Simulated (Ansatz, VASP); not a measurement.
Two plane-wave programs on SnBr4Cl

```
Sn Br Cl
1.0
     0.00000    4.36141    4.36141
     4.36141    0.00000    4.36141
     4.36141    4.36141    0.00000
Sn Br Cl
1 4 1
Direct
  0.25000 0.25000 0.25000
  0.12464 0.62512 0.62512
  0.62512 0.12464 0.62512
  0.62512 0.62512 0.12464
  0.62512 0.62512 0.62512
  0.00000 0.00000 0.00000
```

Change from the starting cell: species swapped into the ErInCo4 type (F-43m, No. 216).

Alike in both runs: task relaxation of cell and atoms; functional PBE; k mesh 8 × 8 × 8; occupations gaussian, width 0.1 eV; no spin polarisation.

|  | VASP | Ansatz |
| --- | --- | --- |
| version | VASP 6.6.1 | Ansatz 0.2.0 |
| potentials or method | VASP PAW PBE potentials, release 64 (Sn_d, Br, Cl), cutoff 600 eV | scalar-relativistic, plane waves, PAW |
| valence electrons in the cell | 49 | 49 |

```tsv
	VASP	Ansatz	Ansatz less VASP
gap on the k mesh at the Fermi level, each at its own relaxed structure (eV)	none	none	-
relaxed volume (Å³/atom)	27.65	27.65	0.000
relaxed length of the cell vector where the two differ most in proportion (Å)	6.168	6.168	0.0000
```

A gap of «none» marks a metal or a gap that the smearing closes.

Noted on VASP's run: the relaxation stopped at its first step, so nothing moved.
